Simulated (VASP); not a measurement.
# TiAl3: single point with PBE

The system is TiAl3.

```xyz
4
Lattice="-1.9235 1.9235 4.3075 1.9235 -1.9235 4.3075 1.9235 1.9235 -4.3075" Properties=species:S:1:pos:R:3 pbc="T T T"
Ti    0.0000    0.0000    0.0000
Al    1.9235    0.0000    2.1538
Al    0.0000    1.9235    2.1538
Al    0.0000    0.0000    4.3075
```

| Property | Result |
| --- | --- |
| Program | VASP 6.6.1 |
| Task | single point |
| Functional | PBE |
| Potentials or basis | VASP PAW PBE potentials, release 64 (Ti_sv, Al) |
| Cutoff | 520 eV |
| k mesh | 10 × 10 × 10 |
| Occupations | fermi-dirac, width 0.05 eV |
| Spin | no spin polarisation |
| Dipole correction | no |
| Further INCAR settings | ALGO = Normal; EDIFF = 1e-07; NBANDS = 18 |

* Pressure: 0.0 GPa
* Band gap on the k mesh: zero (an odd number of electrons rules out a gap without spin polarisation)

Levels at points of the mesh, in eV from the Fermi level:
```tsv
k point	band 9	band 10	band 11	band 12	band 13	band 14
(0.00, 0.00, 0.00)	-1.21	-1.21	0.82	1.71	1.71	2.24
(0.50, 0.00, 0.00)	-1.04	-0.24	0.50	1.78	2.07	2.68
(0.50, 0.50, 0.00)	-2.70	-2.19	-0.97	1.74	1.92	2.68
(0.50, 0.50, 0.50)	-0.93	-0.22	0.71	0.71	0.94	3.05
```

Wall time 4.8 min on 1 thread of Intel Xeon 8259CL, on a shared host, peak memory 0.31 GiB.
